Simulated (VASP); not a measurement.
# CaO (Imm2) in VASP: single point with r2SCAN

Aim: the single point of CaO with r2SCAN.

Everything below comes from runs of VASP 6.6.1. Logs are shortened: lines on timing, memory, paths and dates and some standing lists are left out, and cuts for length are marked.

## Step 1: The cell of the first run

Symmetry: Imm2, No. 44, orthorhombic system. Conventional cell: a = 3.463 Å, b = 4.898 Å, c = 3.463 Å, α = 90.00°, β = 90.00°, γ = 90.00°. Within 2.7 Å of Ca (site symmetry mm2) lie 4 O at 2.05 to 2.53 Å. Within 2.7 Å of O (site symmetry mm2) lie 4 Ca at 2.05 to 2.53 Å.

## Step 2: Single point, r2SCAN (atom 2 (O) moved by (-0.450, -0.450) A along x and z)

POSCAR

```
CaO
1.0
    0.0000000000      2.4490000000      2.4490000000
    2.4490000000      0.0000000000      2.4490000000
    2.4490000000      2.4490000000      0.0000000000
Ca O
1 1
Direct
    0.0000000000      0.0000000000      0.0000000000
    0.5000000000      0.3162515312      0.5000000000
```

INCAR.step1

```
SYSTEM = CaO
PREC     = Accurate       ! precision mode
ENCUT    = 520            ! plane-wave cutoff, eV
ISMEAR   = 0              ! smearing method
SIGMA    = 0.05           ! smearing width, eV
LREAL    = .FALSE.        ! projectors in reciprocal space
LASPH    = .TRUE.         ! aspherical terms in the spheres
NELM     = 80             ! most SCF steps
NBANDS   = 15             ! bands
GGA      = PE             ! functional
ALGO     = Normal         ! electronic algorithm
EDIFF    = 1E-4           ! SCF threshold, eV
LWAVE    = .TRUE.         ! write WAVECAR
LCHARG   = .FALSE.        ! write CHGCAR
```

INCAR.step2

```
SYSTEM = CaO
PREC     = Accurate       ! precision mode
ENCUT    = 520            ! plane-wave cutoff, eV
EDIFF    = 1E-6           ! SCF threshold, eV
ISMEAR   = 0              ! smearing method
SIGMA    = 0.05           ! smearing width, eV
LREAL    = .FALSE.        ! projectors in reciprocal space
LASPH    = .TRUE.         ! aspherical terms in the spheres
NELM     = 80             ! most SCF steps
ALGO     = Normal         ! electronic algorithm
ISIF     = 2              ! what is computed and relaxed
LWAVE    = .FALSE.        ! write WAVECAR
LCHARG   = .FALSE.        ! write CHGCAR
METAGGA  = R2SCAN         ! meta-GGA
LMIXTAU  = .TRUE.       
NBANDS   = 15             ! bands
ISTART   = 1
```

KPOINTS

```
regular mesh
0
G
  8 8 8
  0 0 0
```

Potentials or basis: VASP PAW PBE potentials, release 64 (Ca_sv, O).

On the command line:

```
$ cat potpaw_PBE.64/Ca_sv/POTCAR potpaw_PBE.64/O/POTCAR > POTCAR
$ cp INCAR.step1 INCAR
$ mpirun -np 1 vasp_std > vasp.out
$ cp INCAR.step2 INCAR
$ mpirun -np 1 vasp_std > vasp.out
```

OUTCAR:

```text
SYSTEM = CaO
   PREC = Accurate
   ENCUT = 520
   EDIFF = 1E-6
   ISMEAR = 0
   LREAL = .FALSE.
   LASPH = .TRUE.
   NELM = 80
   ISIF = 2
   METAGGA = R2SCAN
   ISTART = 1

 ion  position               nearest neighbor table
   1  0.000  0.000  0.000-   2 2.05   2 2.05   2 2.53   2 2.53
   2  0.500  0.316  0.500-   1 2.05   1 2.05   1 2.53   1 2.53

  LATTYP: Found a face centered cubic cell.
 ALAT       =     4.8980000000

  Lattice vectors:

 A1 = (   0.0000000000,   2.4490000000,   2.4490000000)
 A2 = (   2.4490000000,   0.0000000000,   2.4490000000)
 A3 = (   2.4490000000,   2.4490000000,   0.0000000000)

Analysis of symmetry for initial positions (statically):
=====================================================================
 Subroutine PRICEL returns:
 Original cell was already a primitive cell.

 Routine SETGRP: Setting up the symmetry group for a
 face centered cubic supercell.

 Subroutine GETGRP returns: Found  4 space group operations
 (whereof  4 operations were pure point group operations)
 out of a pool of 48 trial point group operations.

The static configuration has the point symmetry C_2v.

Analysis of symmetry for dynamics (positions and initial velocities):
=====================================================================
 Subroutine PRICEL returns:
 Original cell was already a primitive cell.

 Routine SETGRP: Setting up the symmetry group for a
 face centered cubic supercell.

 Subroutine GETGRP returns: Found  4 space group operations
 (whereof  4 operations were pure point group operations)
 out of a pool of 48 trial point group operations.

The dynamic configuration has the point symmetry C_2v.

 Subroutine INISYM returns: Found  4 space group operations
 (whereof  4 operations are pure point group operations),
 and found     1 'primitive' translations

----------------------------------------------------------------------------------------

                                     Primitive cell

  volume of cell :      29.3762

  direct lattice vectors                    reciprocal lattice vectors
     0.000000000  2.449000000  2.449000000    -0.204164965  0.204164965  0.204164965
     2.449000000  0.000000000  2.449000000     0.204164965 -0.204164965  0.204164965
     2.449000000  2.449000000  0.000000000     0.204164965  0.204164965 -0.204164965

  length of vectors
     3.463409014  3.463409014  3.463409014     0.353624093  0.353624093  0.353624093

  position of ions in fractional coordinates (direct lattice)
     0.000000000  0.000000000  0.000000000
     0.500000000  0.316251531  0.500000000

  ion indices of the primitive-cell ions
   primitive index   ion index
                 1           1
                 2           2

----------------------------------------------------------------------------------------

 KPOINTS: regular mesh

Automatic generation of k-mesh.
 Grid dimensions read from file:
 generate k-points for:    8    8    8

 Generating k-lattice:

  Cartesian coordinates                     Fractional coordinates (reciprocal lattice)
    -0.025520621  0.025520621  0.025520621     0.125000000  0.000000000  0.000000000
     0.025520621 -0.025520621  0.025520621     0.000000000  0.125000000  0.000000000
     0.025520621  0.025520621 -0.025520621     0.000000000  0.000000000  0.125000000

  Length of vectors
     0.044203012  0.044203012  0.044203012

  Shift w.r.t. Gamma in fractional coordinates (k-lattice)
     0.000000000  0.000000000  0.000000000

 Subroutine IBZKPT returns following result:
 ===========================================

 Found     95 irreducible k-points:

 Following reciprocal coordinates:
            Coordinates               Weight
  0.000000  0.000000  0.000000      1.000000
  0.125000  0.000000  0.000000      4.000000
  0.000000  0.125000  0.000000      4.000000
  0.250000  0.000000  0.000000      4.000000
  0.000000  0.250000  0.000000      4.000000
  0.375000  0.000000  0.000000      4.000000
[... 16 lines left out ...]
  0.500000  0.375000  0.500000      4.000000
 -0.375000  0.125000  0.000000      8.000000
 [... further k-points ...]
   k-points           NKPTS =     95   k-points in BZ     NKDIM =     95   number of bands    NBANDS=     15
   number of dos      NEDOS =    301   number of ions     NIONS =      2
   total plane-waves  NPLWV =  21952
   dimension x,y,z NGX =    28 NGY =   28 NGZ =   28
   dimension x,y,z NGXF=    56 NGYF=   56 NGZF=   56
   ions per type =               1   1
   NGX,Y,Z   is equivalent  to a cutoff of  13.44, 13.44, 13.44 a.u.
   NGXF,Y,Z  is equivalent  to a cutoff of  26.88, 26.88, 26.88 a.u.
 SYSTEM =  CaO
   PREC   = accura    normal or accurate (medium, high low for compatibility)
   ISTART =      1    job   : 0-new  1-cont  2-samecut
   ICHARG =      0    charge: 1-file 2-atom 10-const
   ISPIN  =      1    spin polarized calculation?
   LNONCOLLINEAR =      F non collinear calculations
   LSORBIT =      F    spin-orbit coupling
   LASPH  =      T    aspherical Exc in radial PAW
   ENCUT  =  520.0 eV  38.22 Ry    6.18 a.u.   6.44  6.44  6.44*2*pi/ulx,y,z
   NELM   =     80;   NELMIN=  2; NELMDL=  0     # of ELM steps
   EDIFF  = 0.1E-05   stopping-criterion for ELM
   LREAL  =      F    real-space projection
   EDIFFG = 0.1E-04   stopping-criterion for IOM
   NSW    =      0    number of steps for IOM
   IBRION =     -1    ionic relax: 0-MD 1-quasi-New 2-CG
   NFREE  =      0    steps in history (QN), initial steepest desc. (CG)
   ISIF   =      2    stress and relaxation
   ISYM   =      2    0-nonsym 1-usesym 2-fastsym
   POTIM  = 0.5000    time-step for ionic-motion
   TEBEG  =    0.0;   TEEND  =   0.0 temperature during run
   PSTRESS=    0.0 pullay stress
   NELECT =      16.0000    total number of electrons
   NUPDOWN=      -1.0000    fix difference up-down
   EMIN   =  10.00;   EMAX   =-10.00  energy-range for DOS
   EFERMI =   0.00;   METHOD = LEGACY
   ISMEAR =     0;   SIGMA  =   0.05  broadening in eV -4-tet -1-fermi 0-gaus
   EFERMI_NEDOS =   21; number of points for ismear=-14 and -15
   IALGO  =     38    algorithm
   IMIX   =      4    mixing-type and parameters
     AMIX     =   0.40;   BMIX     =  1.00
     AMIX_MAG =   1.60;   BMIX_MAG =  1.00
  volume/ion in A,a.u.               =      14.69        99.12
  Fermi-wavevector in a.u.,A,eV,Ry     =   1.336953  2.526474 24.319632  1.787443
  Thomas-Fermi vector in A             =   2.465539
   LORBIT       =      0    0 simple, 1 ext, 2 COOP (PROOUT), +10 PAW based schemes
   METAGGA = R2SCAN    functional components
   LHFCALC =     F    Hartree Fock is set to
   AEXX    =    0.0000 exact exchange contribution
   IVDW    =     0    specifies the selected vdW correction
   LEPSILON=     F    determine dielectric tensor
   LRPA    =     F    only Hartree local field effects (RPA)
 non-spin polarized calculation
 Gauss-broadening in eV      SIGMA  =   0.05
  energy-cutoff  :      520.00
  volume of cell :       29.38
 maximum number of plane-waves:       817
 NGX is ok and might be reduce to    28
   NGX = 13   NGY = 13   NGZ = 13

 number of electron      16.0000002 magnetization

 Free energy of the ion-electron system (eV)
  ---------------------------------------------------
  ext. energy  EPLUGINS =         0.00000000
  ---------------------------------------------------
  free energy    TOTEN  =       -18.69242206 eV

  energy without entropy =      -18.69242206  energy(sigma->0) =      -18.69242206

 E-fermi :   1.4587     XC(G=0): -10.6588

 val. band max:        1.2433986174   @ k =   0.5000   0.3750   0.1250
 cond. band min:       6.2124243761   @ k =   0.0000   0.0000   0.0000
 fundamental gap:      4.9690257587
 Fermi energy:         1.4587199633

 k-point     1 :       0.0000    0.0000    0.0000
  band No.  band energies     occupation
      1     -37.1862      2.00000
      2     -17.5005      2.00000
      3     -17.1832      2.00000
      4     -17.1387      2.00000
      5     -14.5122      2.00000
      6       0.7938      2.00000
      7       0.9920      2.00000
      8       1.0170      2.00000
      9       6.2124      0.00000
     10       8.5569      0.00000
     11       9.5519      0.00000
     12       9.7032      0.00000
     13      11.4152      0.00000
     14      11.7750      0.00000
     15      16.7643      0.00000

 k-point     2 :       0.1250    0.0000    0.0000
  band No.  band energies     occupation
      1     -37.1719      2.00000
      2     -17.7116      2.00000
      3     -17.2425      2.00000
      4     -17.1585      2.00000
      5     -14.2314      2.00000
      6       0.5300      2.00000
      7       0.9337      2.00000
      8       1.0327      2.00000
      9       6.7636      0.00000
     10       8.3968      0.00000
     11       9.2549      0.00000
     12       9.8401      0.00000
     13      11.4679      0.00000
     14      12.3177      0.00000
     15      17.4184      0.00000

 k-point     3 :       0.0000    0.1250    0.0000
  band No.  band energies     occupation
      1     -37.1741      2.00000
      2     -17.6359      2.00000
      3     -17.1918      2.00000
      4     -17.1663      2.00000
      5     -14.3696      2.00000
      6       0.4332      2.00000
      7       0.9186      2.00000
      8       0.9663      2.00000
      9       6.7617      0.00000
     10       8.7639      0.00000
     11       9.3358      0.00000
     12       9.8096      0.00000
     13      11.7296      0.00000
     14      12.0093      0.00000
     15      17.3693      0.00000
[... 343 lines left out ...]
 k-point    23 :       0.5000    0.3750    0.5000
  band No.  band energies     occupation
      1     -37.0988      2.00000
      2     -18.2641      2.00000
      3     -17.2944      2.00000
      4     -17.2634      2.00000
      5     -13.7910      2.00000
      6      -0.6763      2.00000
      7       0.4428      2.00000
      8       0.4719      2.00000
      9       8.7241      0.00000
     10      10.2904      0.00000
     11      10.5620      0.00000
     12      11.2164      0.00000
     13      13.1644      0.00000
     14      13.2273      0.00000
     15      15.4138      0.00000

 k-point    24 :      -0.3750    0.1250    0.0000
  band No.  band energies     occupation
      1     -37.0898      2.00000
      2     -18.6097      2.00000
      3     -17.3720      2.00000
      4     -17.2479      2.00000
      5     -13.2547      2.00000
      6      -0.5481      2.00000
      7       0.7508      2.00000
      8       1.1028      2.00000
      9       7.8297      0.00000
     10       8.9343      0.00000
     11      10.2570      0.00000
     12      11.0018      0.00000
     13      12.1085      0.00000
     14      13.5549      0.00000
     15      16.4356      0.00000

 [... further k-points ...]
[... 5 lines left out ...]
  --------------------------------------------------------------------------------------
  -------------------------------------------------------------------------------------
  Total        3.5089408     -1.2827314      3.5089408      0.0000000      0.0000000     -1.5865311
  in kB      191.3772347    -69.9600229    191.3772347      0.0000000      0.0000000    -86.5292264
  external PRESSURE =     104.2648155 kB  Pullay stress =       0.0000000 kB

 VOLUME and BASIS-vectors are now :
 -----------------------------------------------------------------------------
  energy-cutoff  :      520.00
  volume of cell :       29.38
      direct lattice vectors                 reciprocal lattice vectors
     0.000000000  2.449000000  2.449000000    -0.204164965  0.204164965  0.204164965
     2.449000000  0.000000000  2.449000000     0.204164965 -0.204164965  0.204164965
     2.449000000  2.449000000  0.000000000     0.204164965  0.204164965 -0.204164965

 POSITION                                       TOTAL-FORCE (eV/Angst)
 -----------------------------------------------------------------------------------
      0.00000      0.00000      0.00000        -1.991653      0.000000     -1.991653
      1.99900      2.44900      1.99900         1.991653     -0.000000      1.991653
 -----------------------------------------------------------------------------------
    total drift:                                0.000517     -0.000000      0.000517

  FREE ENERGIE OF THE ION-ELECTRON SYSTEM (eV)
  ---------------------------------------------------
  free  energy   TOTEN  =       -18.6924220556 eV

  energy  without entropy=      -18.6924220556  energy(sigma->0) =      -18.69242206
```

Run time: 2.7 min. Hardware: 1 thread of AMD EPYC 7R13 (Zen 3), shared host; peak memory 0.16 GiB.

What came out:

| Item | Value |
| --- | --- |
| Free energy | -18.6924 eV |
| Pressure | 10.4 GPa |
| Largest force | 2.817 eV/Å |
| Band gap on the k mesh | 4.97 eV (least direct gap 5.20 eV) |

Forces on the atoms (eV/Å):
```
Ca  -1.992  0.000 -1.992
O    1.992  0.000  1.992
```

Caveat: the cell differs from its parent crystal (atom 2 (O) moved by (-0.450, -0.450) A along x and z); the stress differs along the axes, from -7 to 19 GPa; the PAW data sets were made with another functional, which shifts forces and pressure a little. A k mesh can miss the band edges.
